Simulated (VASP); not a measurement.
# SiO2 (I4/mmm) in VASP: electric field gradients with PBE

Aim: the electric field gradients of SiO2 with PBE.

Everything below comes from runs of VASP 6.6.1. Logs are shortened: lines on timing, memory, paths and dates and some standing lists are left out, and cuts for length are marked.

### 1 The cell of the first run

The structure is tetragonal, space group I4/mmm (No. 139). The conventional cell has a = 13.034 Å, b = 13.034 Å, c = 5.248 Å, α = 90.00°, β = 90.00°, γ = 90.00°. Si (site symmetry m) has 4 O at 1.61 Å within 2.1 Å. O (site symmetry 2) has 2 Si at 1.61 Å within 2.1 Å. Within 2.1 Å of O (site symmetry m2m) lie 2 Si at 1.61 Å. Within 2.1 Å of O (site symmetry m2m) lie 2 Si at 1.61 Å.

### 2 Electric field gradients, PBE

File INCAR:

```
PREC = Accurate ; ENCUT = 520
EDIFF = 1E-8 ; ISMEAR = -1
SIGMA = 0.02 ; LREAL = Auto
LASPH = True ; NELM = 80
ALGO = Normal ; ISIF = 2
LWAVE = False ; LCHARG = False
GGA = PE ; LEFG = True
NBANDS = 82
```

File KPOINTS:

```
regular mesh
0
Gamma
  5 5 5
```

File POSCAR:

```
SiO2
1.0
   -6.5170259300      6.5170259300      2.6240355350
    6.5170259300     -6.5170259300      2.6240355350
    6.5170259300      6.5170259300     -2.6240355350
Si O
8 16
Direct
    0.2102109600      0.3813018500      0.5915128100
    0.3813018500      0.7897890400      0.1710908900
    0.6186981500      0.2102109600      0.8289091100
    0.7897890400      0.3813018500      0.1710908900
    0.2102109600      0.6186981500      0.8289091100
    0.7897890400      0.6186981500      0.4084871900
    0.3813018500      0.2102109600      0.5915128100
    0.6186981500      0.7897890400      0.4084871900
    0.8928533400      0.1071466600      0.5000000000
    0.1071466600      0.6071466600      0.2142933200
    0.3928533400      0.8928533400      0.7857066800
    0.6071466600      0.3928533400      0.5000000000
    0.1071466600      0.8928533400      0.5000000000
    0.8928533400      0.3928533400      0.7857066800
    0.6071466600      0.1071466600      0.2142933200
    0.3928533400      0.6071466600      0.5000000000
    0.2430364900      0.5000000000      0.7430364900
    0.5000000000      0.7569635100      0.2569635100
    0.5000000000      0.2430364900      0.7430364900
    0.7569635100      0.5000000000      0.2569635100
    0.3132644400      0.3132644400      0.6265288800
    0.3132644400      0.6867355600      0.0000000000
    0.6867355600      0.3132644400      0.0000000000
    0.6867355600      0.6867355600      0.3734711200
```

Potentials or basis: VASP PAW PBE potentials, release 64 (Si, O).

Run with:

```sh
$ cat potpaw_PBE.64/Si/POTCAR potpaw_PBE.64/O/POTCAR > POTCAR
$ mpirun -np 1 vasp_std > vasp.out
```

OUTCAR:

```text
PREC = Accurate
   ENCUT = 520
   EDIFF = 1E-8
   ISMEAR = -1
   LREAL = Auto
   LASPH = True
   NELM = 80
   ISIF = 2
   GGA = PE

 ion  position               nearest neighbor table
   1  0.210  0.381  0.592-  17 1.61  21 1.61  16 1.61   9 1.61   5 3.09   8 3.12   8 3.12
   2  0.381  0.790  0.171-  18 1.61  22 1.61  15 1.61  10 1.61   8 3.09   4 3.12   4 3.12
   3  0.619  0.210  0.829-  19 1.61  23 1.61  11 1.61  14 1.61   7 3.09   5 3.12   5 3.12
   4  0.790  0.381  0.171-  20 1.61  23 1.61  10 1.61  15 1.61   6 3.09   2 3.12   2 3.12
   5  0.210  0.619  0.829-  17 1.61  22 1.61  14 1.61  11 1.61   1 3.09   3 3.12   3 3.12
   6  0.790  0.619  0.408-  20 1.61  24 1.61  12 1.61  13 1.61   4 3.09   7 3.12   7 3.12
   7  0.381  0.210  0.592-  19 1.61  21 1.61  12 1.61  13 1.61   3 3.09   6 3.12   6 3.12
   8  0.619  0.790  0.408-  18 1.61  24 1.61  16 1.61   9 1.61   2 3.09   1 3.12   1 3.12
   9  0.893  0.107  0.500-   1 1.61   8 1.61
  10  0.107  0.607  0.214-   4 1.61   2 1.61
  11  0.393  0.893  0.786-   3 1.61   5 1.61
  12  0.607  0.393  0.500-   6 1.61   7 1.61
  13  0.107  0.893  0.500-   6 1.61   7 1.61
  14  0.893  0.393  0.786-   5 1.61   3 1.61
[... 8 lines left out ...]
  23  0.687  0.313  0.000-   3 1.61   4 1.61
  24  0.687  0.687  0.373-   6 1.61   8 1.61

  LATTYP: Found a body centered tetragonal cell.
 ALAT       =    13.0340518600
 C/A-ratio  =     0.4026431018

  Lattice vectors:

 A1 = (  -6.5170259300,   6.5170259300,   2.6240355350)
 A2 = (   6.5170259300,  -6.5170259300,   2.6240355350)
 A3 = (   6.5170259300,   6.5170259300,  -2.6240355350)

Analysis of symmetry for initial positions (statically):
=====================================================================
 Subroutine PRICEL returns:
 Original cell was already a primitive cell.

 Routine SETGRP: Setting up the symmetry group for a
 body centered tetragonal supercell.

 Subroutine GETGRP returns: Found 16 space group operations
 (whereof 16 operations were pure point group operations)
 out of a pool of 16 trial point group operations.

The static configuration has the point symmetry D_4h.

Analysis of symmetry for dynamics (positions and initial velocities):
=====================================================================
 Subroutine PRICEL returns:
 Original cell was already a primitive cell.
[... 1623 lines left out ...]

  FORCE on cell =-STRESS in cart. coord.  units (eV):
  Direction    XX          YY          ZZ          XY          YZ          ZX
  --------------------------------------------------------------------------------------
  -------------------------------------------------------------------------------------
  Total        9.9834906      9.9834906      9.7875177      0.0000000      0.0000000      0.0000000
  in kB       35.8809883     35.8809883     35.1766552      0.0000000      0.0000000      0.0000000
  external PRESSURE =      35.6462106 kB  Pullay stress =       0.0000000 kB

 VOLUME and BASIS-vectors are now :
 -----------------------------------------------------------------------------
  energy-cutoff  :      520.00
  volume of cell :      445.79
      direct lattice vectors                 reciprocal lattice vectors
    -6.517025930  6.517025930  2.624035535     0.000000000  0.076722113  0.190546200
     6.517025930 -6.517025930  2.624035535     0.076722113  0.000000000  0.190546200
     6.517025930  6.517025930 -2.624035535     0.076722113  0.076722113  0.000000000

 POSITION                                       TOTAL-FORCE (eV/Angst)
 -----------------------------------------------------------------------------------
      4.96991      2.73990      0.00000        -0.036648      0.001226      0.000000
      3.77713     -1.54712      2.62404        -0.001226     -0.036648      0.000000
      2.73990      8.06414      0.00000         0.001226      0.036648      0.000000
     -1.54712      3.77713      2.62404        -0.036648     -0.001226      0.000000
      8.06414      2.73990      0.00000         0.036648      0.001226      0.000000
      1.54712      3.77713      2.62404         0.036648     -0.001226      0.000000
[... 16 lines left out ...]
     -2.43392      2.43392      2.62404         0.171103     -0.171103      0.000000
      2.43392      2.43392      2.62404        -0.171103     -0.171103     -0.000000
 -----------------------------------------------------------------------------------
    total drift:                                0.000000      0.000000     -0.000000

  FREE ENERGIE OF THE ION-ELECTRON SYSTEM (eV)
  ---------------------------------------------------
  free  energy   TOTEN  =      -189.6314898769 eV

  energy  without entropy=     -189.6314898769  energy(sigma->0) =     -189.63148988

 Electric field gradients (V/A^2)
---------------------------------------------------------------------
 ion       V_xx      V_yy      V_zz      V_xy      V_xz      V_yz
---------------------------------------------------------------------
   1      -6.696     9.269    -2.573    -0.559    -0.000    -0.000
   2       9.268    -6.696    -2.573     0.559    -0.000     0.000
   3       9.268    -6.696    -2.573     0.559    -0.000     0.000
   4      -6.696     9.268    -2.573     0.559     0.000    -0.000
   5      -6.696     9.268    -2.573     0.559     0.000    -0.000
   6      -6.696     9.269    -2.573    -0.559    -0.000    -0.000
[... 16 lines left out ...]
  23      24.854    24.854   -49.707    67.372    -0.002    -0.002
  24      24.854    24.854   -49.707   -67.380    -0.002    -0.002
---------------------------------------------------------------------

 Electric field gradients after diagonalization (V/A^2)
 (convention: |V_zz| > |V_xx| > |V_yy|)
----------------------------------------------------------------------
 ion       V_xx      V_yy      V_zz     asymmetry (V_yy - V_xx)/ V_zz
----------------------------------------------------------------------
   1      -6.716    -2.573     9.289       0.446
   2      -6.715    -2.573     9.288       0.446
   3      -6.715    -2.573     9.288       0.446
   4      -6.715    -2.573     9.288       0.446
   5      -6.715    -2.573     9.288       0.446
   6      -6.716    -2.573     9.289       0.446
[... 16 lines left out ...]
  23     -49.707   -42.518    92.225       0.078
  24     -49.707   -42.526    92.233       0.078
----------------------------------------------------------------------

           NMR quadrupolar parameters

 Cq : quadrupolar parameter    Cq=e*Q*V_zz/h
 eta: asymmetry parameters     (V_yy - V_xx)/ V_zz
 Q  : nuclear electric quadrupole moment in mb (millibarn)
----------------------------------------------------------------------
 ion       Cq(MHz)       eta       Q (mb)
----------------------------------------------------------------------
   1       0.022       0.446       1.000
   2       0.022       0.446       1.000
   3       0.022       0.446       1.000
   4       0.022       0.446       1.000
   5       0.022       0.446       1.000
   6       0.022       0.446       1.000
[... 16 lines left out ...]
  23       0.223       0.078       1.000
  24       0.223       0.078       1.000
----------------------------------------------------------------------
```

OSZICAR:

```text
N       E                     dE             d eps       ncg     rms          rms(c)
DAV:   1     0.986611682169E+03    0.98661E+03   -0.63225E+04  3008   0.138E+03
DAV:   2    -0.113982198629E+03   -0.11006E+04   -0.10673E+04  3790   0.333E+02
DAV:   3    -0.214701888283E+03   -0.10072E+03   -0.10029E+03  3520   0.109E+02
[... 14 lines left out ...]
DAV:  18    -0.189631489367E+03   -0.10618E-05   -0.15463E-07  3264   0.175E-03    0.136E-03
DAV:  19    -0.189631489831E+03   -0.46383E-06   -0.17689E-07  3312   0.167E-03    0.395E-04
DAV:  20    -0.189631489891E+03   -0.60656E-07   -0.19585E-08  2472   0.698E-04    0.321E-04
DAV:  21    -0.189631489878E+03    0.13346E-07   -0.91106E-09  2208   0.386E-04    0.164E-04
DAV:  22    -0.189631489877E+03    0.12369E-08   -0.33465E-09  2256   0.290E-04
   1 F= -.18963149E+03 E0= -.18963149E+03  d E =-.342223E-10
```

It took 59 min on 1 thread of Oxide Virtual Turin-like, shared host; peak memory 0.9 GiB.

What came out:

```
Free energy                             : -189.6315 eV
Pressure                                : 3.6 GPa
Largest force                           : 0.280 eV/Å
Band gap on the k mesh                  : 5.56 eV
Largest electric field gradient by atom : Si +9.3; O +91.1, +90.7, +92.2 (each value once) V/Å²
```

Forces on the atoms (eV/Å):
```
Si  -0.037  0.001  0.000
Si  -0.001 -0.037  0.000
Si   0.001  0.037  0.000
Si  -0.037 -0.001  0.000
Si   0.037  0.001  0.000
Si   0.037 -0.001  0.000
Si   0.001 -0.037  0.000
Si  -0.001  0.037  0.000
O    0.180 -0.180  0.000
O    0.180  0.180  0.000
O   -0.180 -0.180  0.000
O   -0.180  0.180  0.000
O   -0.180  0.180  0.000
O   -0.180 -0.180  0.000
O    0.180  0.180  0.000
O    0.180 -0.180  0.000
O    0.000  0.280  0.000
O   -0.280  0.000  0.000
O    0.280  0.000  0.000
O    0.000 -0.280  0.000
O    0.171  0.171  0.000
O   -0.171  0.171  0.000
O    0.171 -0.171  0.000
O   -0.171 -0.171  0.000
```

Levels at points of the mesh, in eV from the valence-band top:
```csv
k point,band 62,band 63,band 64,band 65,band 66,band 67
"(0.00, 0.00, 0.00)",-0.14,-0.14,0.00,5.56,7.54,7.70
```

Electric field gradients, principal values (V/Å²):
| atom | least | middle | greatest (by size) |
| --- | --- | --- | --- |
| 1 Si | -2.573 | -6.716 | 9.289 |
| 2 Si | -2.573 | -6.715 | 9.288 |
| 3 Si | -2.573 | -6.715 | 9.288 |
| 4 Si | -2.573 | -6.715 | 9.288 |
| 5 Si | -2.573 | -6.715 | 9.288 |
| 6 Si | -2.573 | -6.716 | 9.289 |
| 7 Si | -2.573 | -6.716 | 9.289 |
| 8 Si | -2.573 | -6.716 | 9.289 |
| 9 O | -39.742 | -51.354 | 91.095 |
| 10 O | -39.750 | -51.347 | 91.097 |
| 11 O | -39.750 | -51.347 | 91.097 |
| 12 O | -39.741 | -51.353 | 91.094 |
| 13 O | -39.742 | -51.354 | 91.095 |
| 14 O | -39.750 | -51.347 | 91.097 |
| 15 O | -39.750 | -51.347 | 91.097 |
| 16 O | -39.741 | -51.353 | 91.094 |
| 17 O | -36.709 | -54.027 | 90.736 |
| 18 O | -36.709 | -54.027 | 90.736 |
| 19 O | -36.709 | -54.027 | 90.736 |
| 20 O | -36.709 | -54.027 | 90.736 |
| 21 O | -42.526 | -49.707 | 92.233 |
| 22 O | -42.518 | -49.707 | 92.225 |
| 23 O | -42.518 | -49.707 | 92.225 |
| 24 O | -42.526 | -49.707 | 92.233 |

Caveat: the cell stands under pressure; without QUAD_EFG the Cq values of the log hold for a quadrupole moment of 1 mb, not for the nuclei.
